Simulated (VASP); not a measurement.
Wanted: the native input for a VASP 6.6.1 run.

* Task: relaxation of cell and atoms
* Functional: PBE
* Potentials or basis: VASP PAW PBE potentials, release 64 (Li_sv, Os)
* Cutoff: 600 eV
* k mesh: 24 × 24 × 24
* Occupations: gaussian, width 0.1 eV
* Spin: no spin polarisation
* Dipole correction: no
* Further INCAR settings: ALGO = Normal; EDIFF = 1e-06; IBRION = 2; EDIFFG = -0.01; NSW = 100; ISIF = 3

The structure of LiOs lies in POSCAR:

```
LiOs
1.0
    1.3164371477      0.7600453416      4.6022396025
   -1.3164371477      0.7600453416      4.6022396025
    0.0000000000     -1.5200906832      4.6022396025
Li Os
1 1
Direct
    0.0000000000      0.0000000000      0.0000000000
    0.5000000000      0.5000000000      0.5000000000
```

The input as run:

INCAR

```
SYSTEM = LiOs
PREC = Accurate
ENCUT = 600
EDIFF = 1E-6
ISMEAR = 0
SIGMA = 0.1
LREAL = .False.
LASPH = .True.
NELM = 100
ALGO = Normal
ISIF = 3
LWAVE = .False.
LCHARG = .False.
GGA = PE
IBRION = 2
NSW = 100
EDIFFG = -0.01
```

KPOINTS

```
Automatic mesh
0
Gamma
  24 24 24
  0 0 0
```

Potentials or basis: VASP PAW PBE potentials, release 64 (Li_sv, Os).

The run is started by

```console
$ cat potpaw_PBE.64/Li_sv/POTCAR potpaw_PBE.64/Os/POTCAR > POTCAR
$ mpirun -np 1 vasp_std > vasp.out
```

It gave:

| Property | Result |
| --- | --- |
| Relaxed volume | 13.78 Å³/atom |
| Relaxed cell | a = 4.839 Å, b = 4.839 Å, c = 4.839 Å, α = 31.57°, β = 31.57°, γ = 31.57° |
| Space group after relaxing (to 0.05 Å) | R-3m (No. 166) |
| Energy gained by relaxing | 0.0 meV/atom |
| Ionic steps | 5 |
| Pressure after relaxing | 0.0 GPa |

Caveat: the cutoff is under 1.25 times the usual one of these potentials, so pressure, stress and relaxed cells hold a basis-set (Pulay) error.

Run time: 16 min on 1 thread of AMD EPYC 9R45 96-Core Processor (Zen 5) (shared host), peak memory 0.65 GiB.
